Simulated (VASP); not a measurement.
# BN (Fmm2) in VASP: dielectric tensor with PBE

Aim: the dielectric tensor of BN with PBE.

Program: VASP 6.6.1. These are calculated values, not measurements. Logs are shortened: lines on timing, memory, paths and dates and some standing lists are left out, and cuts for length are marked.

## 1. The cell of the first run

Symmetry: Fmm2, No. 42, orthorhombic system. Conventional cell: a = 2.502 Å, b = 6.586 Å, c = 4.327 Å, α = 90.00°, β = 90.00°, γ = 90.00°. Within 1.9 Å of B (site symmetry mm2) lie 3 N at 1.44 Å. N (site symmetry mm2) has 3 B at 1.44 Å within 1.9 Å.

## 2. Dielectric tensor, PBE

INCAR

```
SYSTEM = BN
ALGO = Normal
EDIFF = 1E-8
ENCUT = 520
GGA = PE
ISIF = 2
ISMEAR = 0
LASPH = .TRUE.
LCHARG = .FALSE.
LEPSILON = .TRUE.
LREAL = .FALSE.
LWAVE = .FALSE.
NELM = 100
PREC = Accurate
SIGMA = 0.01
```

KPOINTS

```
k-points
0
G
  10 10 10
  0 0 0
```

POSCAR

```
BN
1.0
    0.0000000000      3.2928550384      2.1632762179
    1.2509583998      0.0000000000      2.1632762179
    1.2509583998      3.2928550384      0.0000000000
B N
1 1
Direct
    0.0001138443      0.0001138443      0.9998861557
    0.6665861457      0.6665861457      0.3334138543
```

Potentials or basis: VASP PAW PBE potentials, release 64 (B, N).

Command:

```console
cat potpaw_PBE.64/B/POTCAR potpaw_PBE.64/N/POTCAR > POTCAR
mpirun -np 1 vasp_std > vasp.out
```

OUTCAR:

```text
SYSTEM = BN
   EDIFF = 1E-8
   ENCUT = 520
   GGA = PE
   ISIF = 2
   ISMEAR = 0
   LASPH = .TRUE.
   LEPSILON = .TRUE.
   LREAL = .FALSE.
   NELM = 100
   PREC = Accurate

 ion  position               nearest neighbor table
   1  0.000  0.000  1.000-   2 1.44   2 1.44   2 1.44
   2  0.667  0.667  0.333-   1 1.44   1 1.44   1 1.44

  LATTYP: Found a face centered orthorhombic cell.
 ALAT       =     2.5019167996
 B/A-ratio  =     1.7292950895
 C/A-ratio  =     2.6322658203

  Lattice vectors:

 A1 = (  -0.0000000000,   3.2928550384,   2.1632762179)
 A2 = (  -1.2509583998,   3.2928550384,   0.0000000000)
 A3 = (  -1.2509583998,   0.0000000000,   2.1632762179)

Analysis of symmetry for initial positions (statically):
=====================================================================
 Subroutine PRICEL returns:
 Original cell was already a primitive cell.

 Routine SETGRP: Setting up the symmetry group for a
 face centered orthorhombic supercell.

 Subroutine GETGRP returns: Found  4 space group operations
 (whereof  4 operations were pure point group operations)
 out of a pool of  8 trial point group operations.

The static configuration has the point symmetry C_2v.

Analysis of symmetry for dynamics (positions and initial velocities):
=====================================================================
 Subroutine PRICEL returns:
 Original cell was already a primitive cell.

 Routine SETGRP: Setting up the symmetry group for a
 face centered orthorhombic supercell.

 Subroutine GETGRP returns: Found  4 space group operations
 (whereof  4 operations were pure point group operations)
 out of a pool of  8 trial point group operations.

The dynamic configuration has the point symmetry C_2v.

 Subroutine INISYM returns: Found  4 space group operations
 (whereof  4 operations are pure point group operations),
 and found     1 'primitive' translations

----------------------------------------------------------------------------------------

                                     Primitive cell

  volume of cell :      17.8220

  direct lattice vectors                    reciprocal lattice vectors
     0.000000000  3.292855038  2.163276218    -0.399693547  0.151843915  0.231130910
     1.250958400  0.000000000  2.163276218     0.399693547 -0.151843915  0.231130910
     1.250958400  3.292855038  0.000000000     0.399693547  0.151843915 -0.231130910

  length of vectors
     3.939880493  2.498931954  3.522469478     0.486038068  0.486038068  0.486038068

  position of ions in fractional coordinates (direct lattice)
     0.000113844  0.000113844  0.999886156
     0.666586146  0.666586146  0.333413854

  ion indices of the primitive-cell ions
   primitive index   ion index
                 1           1
                 2           2

----------------------------------------------------------------------------------------

 KPOINTS: k-points

Automatic generation of k-mesh.
 Grid dimensions read from file:
 generate k-points for:   10   10   10

 Generating k-lattice:

  Cartesian coordinates                     Fractional coordinates (reciprocal lattice)
    -0.039969355  0.015184391  0.023113091     0.100000000  0.000000000 -0.000000000
     0.039969355 -0.015184391  0.023113091     0.000000000  0.100000000  0.000000000
     0.039969355  0.015184391 -0.023113091    -0.000000000  0.000000000  0.100000000

  Length of vectors
     0.048603807  0.048603807  0.048603807

[... 76 lines left out ...]
  Thomas-Fermi vector in A             =   2.387335
   LORBIT       =      0    0 simple, 1 ext, 2 COOP (PROOUT), +10 PAW based schemes
   GGA     = PE    functional components
   LHFCALC =     F    Hartree Fock is set to
   AEXX    =    0.0000 exact exchange contribution
   IVDW    =     0    specifies the selected vdW correction
   LEPSILON=     T    determine dielectric tensor
   LRPA    =     F    only Hartree local field effects (RPA)
 non-spin polarized calculation
 Gauss-broadening in eV      SIGMA  =   0.01
  energy-cutoff  :      520.00
  volume of cell :       17.82
 maximum number of plane-waves:       501
 NGX is ok and might be reduce to    30
   NGX = 15   NGY =  9   NGZ = 13

--------------------------------------- Ionic step        1  -------------------------------------------

 number of electron       8.0000000 magnetization

 E-fermi :   2.5633     XC(G=0): -10.1425

 val. band max:        2.5083194416   @ k =   0.5000  -0.4000   0.1000
 cond. band min:       6.0930994328   @ k =   0.0000   0.5000   0.5000
 fundamental gap:      3.5847799912
 Fermi energy:         2.5632690573

 k-point     1 :       0.0000    0.0000    0.0000
  band No.  band energies     occupation
      1     -15.4781      2.00000
      2      -1.7169      2.00000
      3       1.0559      2.00000
      4       1.0606      2.00000
      5       7.6517      0.00000
      6      13.9863      0.00000
      7      14.0912      0.00000
      8      15.5990      0.00000
[... 243 lines left out ...]
 k-point    24 :       0.4000    0.3000    0.0000
  band No.  band energies     occupation
      1     -13.1856      2.00000
      2      -4.8884      2.00000
      3      -1.8185      2.00000
      4       1.0115      2.00000
      5      10.0108      0.00000
      6      11.3751      0.00000
      7      14.4762      0.00000
      8      18.5257      0.00000

 [... further k-points ...]

  FORCE on cell =-STRESS in cart. coord.  units (eV):
  Direction    XX          YY          ZZ          XY          YZ          ZX
  --------------------------------------------------------------------------------------
  -------------------------------------------------------------------------------------
  Total        0.5919177      0.3770161      0.6008817      0.0000000      0.0000000      0.0000000
  in kB       53.2126015     33.8932384     54.0184444      0.0000000      0.0000000      0.0000000
  external PRESSURE =      47.0414281 kB  Pullay stress =       0.0000000 kB

 VOLUME and BASIS-vectors are now :
 -----------------------------------------------------------------------------
  energy-cutoff  :      520.00
  volume of cell :       17.82
      direct lattice vectors                 reciprocal lattice vectors
     0.000000000  3.292855038  2.163276218    -0.399693547  0.151843915  0.231130910
     1.250958400  0.000000000  2.163276218     0.399693547 -0.151843915  0.231130910
     1.250958400  3.292855038  0.000000000     0.399693547  0.151843915 -0.231130910

 POSITION                                       TOTAL-FORCE (eV/Angst)
 -----------------------------------------------------------------------------------
      1.25096      3.29286      0.00049         0.000000      0.000000      0.003263
      1.25096      3.29286      2.88402         0.000000      0.000000     -0.003263
 -----------------------------------------------------------------------------------
    total drift:                                0.000002      0.000014     -0.000023

  FREE ENERGIE OF THE ION-ELECTRON SYSTEM (eV)
  ---------------------------------------------------
  free  energy   TOTEN  =       -17.5682476882 eV

  energy  without entropy=      -17.5682476882  energy(sigma->0) =      -17.56824769

 HEAD OF MICROSCOPIC STATIC DIELECTRIC TENSOR (INDEPENDENT PARTICLE, excluding Hartree and local field effects)
 ------------------------------------------------------
           4.888421     0.000000     0.000000
           0.000000     2.984435     0.000000
           0.000000     0.000000     4.921246
 ------------------------------------------------------

 Free energy of the ion-electron system (eV)
  ---------------------------------------------------
  ---------------------------------------------------
  free energy    TOTEN  =        -0.19952497 eV

  energy without entropy =       -0.19952497

------------------------ aborting loop because EDIFF is reached ----------------------------------------

--------------------------------------- Ionic step        2  -------------------------------------------

------------------------ aborting loop because EDIFF is reached ----------------------------------------

--------------------------------------- Ionic step        3  -------------------------------------------

 Free energy of the ion-electron system (eV)
  ---------------------------------------------------
  ---------------------------------------------------
  free energy    TOTEN  =        -0.20136862 eV

  energy without entropy =       -0.20136862

------------------------ aborting loop because EDIFF is reached ----------------------------------------

 PIEZOELECTRIC TENSOR FIELD DIRECTION 3  (e Angst)
 -----------------------------------------------------------------------------
    -1.24454  0.00000  0.00000           ( -0.00376  0.00000  0.00000)
     0.00000 -0.03384  0.00000           (  0.00000 -0.00027  0.00000)
     0.00000  0.00000  1.27117           (  0.00000  0.00000  0.00361)

 PIEZOELECTRIC TENSOR FIELD DIRECTION 3  (C/m^2)
 -----------------------------------------------------------------------------
    -1.11882  0.00000  0.00000
     0.00000 -0.03042  0.00000
     0.00000  0.00000  1.14276

 MACROSCOPIC STATIC DIELECTRIC TENSOR (including local field effects in DFT)
 ------------------------------------------------------
           4.799285     0.000000     0.000000
           0.000000     2.664181     0.000000
           0.000000     0.000000     4.828218
 ------------------------------------------------------

 PIEZOELECTRIC TENSOR (including local field effects)  for field in x, y, z        (e  Angst)
          XX          YY          ZZ          XY          YZ          ZX
  --------------------------------------------------------------------------------
  x     0.00000     0.00000     0.00000     0.00000     0.00000    -1.25258
  y     0.00000     0.00000     0.00000     0.00000    -0.07116     0.00000
  z    -1.24454    -0.03384     1.27117     0.00000     0.00000     0.00000

 PIEZOELECTRIC TENSOR (including local field effects)  for field in x, y, z        (C/m^2)
          XX          YY          ZZ          XY          YZ          ZX
  --------------------------------------------------------------------------------
  x     0.00000     0.00000     0.00000     0.00000     0.00000    -1.12605
  y     0.00000     0.00000     0.00000     0.00000    -0.06397     0.00000
  z    -1.11882    -0.03042     1.14276     0.00000     0.00000     0.00000

 BORN EFFECTIVE CHARGES (including local field effects) (in |e|, cummulative output)
 ---------------------------------------------------------------------------------
 ion    1
    1     2.70389     0.00000     0.00000
    2     0.00000     0.70596     0.00000
    3     0.00000     0.00000     2.70029
 ion    2
    1    -2.70389     0.00000     0.00000
    2     0.00000    -0.70596     0.00000
    3     0.00000     0.00000    -2.70029
```

It took 3 min on 1 thread of Intel Xeon Platinum 8559C (Emerald Rapids), shared host; peak memory 0.25 GiB.

What came out:

* Band gap on the k mesh: 3.58 eV, indirect (least direct gap 4.67 eV)
* Electronic dielectric tensor (diagonal): 4.80, 2.66, 4.83
* Born charges (mean of the diagonal): B +2.04; N -2.04 e

Electronic dielectric tensor:
```
4.80 0.00 0.00
0.00 2.66 0.00
0.00 0.00 4.83
```

Born effective charge tensors (e):
atom 1, B
```
2.70 0.00 0.00
0.00 0.71 0.00
0.00 0.00 2.70
```
atom 2, N
```
-2.70  0.00  0.00
 0.00 -0.71  0.00
 0.00  0.00 -2.70
```

A k mesh can miss the band edges.
